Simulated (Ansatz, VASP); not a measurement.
## Two plane-wave programs on Be24NO

```
Be N O
1.0
     4.52544    0.00000    0.00000
     0.00000    7.13362    0.00000
     0.00000    0.00000   22.36855
Be N O
24 1 1
Direct
  0.00000 0.37500 0.17882
  0.00000 0.87500 0.17882
  0.50000 0.37500 0.17882
  0.50000 0.87500 0.17882
  0.25000 0.12500 0.20802
  0.25000 0.62500 0.20802
  0.75000 0.12500 0.20802
  0.75000 0.62500 0.20802
  0.25000 0.37500 0.26643
  0.25000 0.87500 0.26643
  0.75000 0.37500 0.26643
  0.75000 0.87500 0.26643
  0.00000 0.12500 0.29031
  0.00000 0.62500 0.29031
  0.50000 0.12500 0.29031
  0.50000 0.62500 0.29031
  0.00000 0.37500 0.35468
  0.00000 0.87500 0.35468
  0.50000 0.37500 0.35468
  0.50000 0.87500 0.35468
  0.25000 0.12500 0.37412
  0.25000 0.62500 0.37412
  0.75000 0.12500 0.37412
  0.75000 0.62500 0.37412
  0.75000 0.45833 0.42330
  0.88968 0.59801 0.42330
```

Alike in both runs: task single point; functional PBE; k mesh 6 × 4 × 1; occupations gaussian, width 0.1 eV; collinear spin.

```csv
,VASP,Ansatz
version,VASP 6.6.1,Ansatz 0.2.0
potentials or method,"VASP PAW PBE potentials, release 64 (Be, N, O), cutoff 520 eV","scalar-relativistic, plane waves, PAW"
valence electrons in the cell,59,59
```

```csv
,VASP,Ansatz,Ansatz less VASP
gap on the k mesh at the Fermi level (eV),none,none,-
rms of the force components (eV/Å),2.949,2.815,-0.1341
net moment per atom (μB),0.00,0.00,0.000
```

Atom by atom the forces differ by 0.190 eV/Å (rms over components). A gap of «none» marks a metal or a gap that the smearing closes. With one functional, cell and mesh, what is left measures potentials, basis and numerics. Ansatz's warnings: seeded moment not kept.

Noted on VASP's run: the standard files for N, O and F lose accuracy on very short bonds.
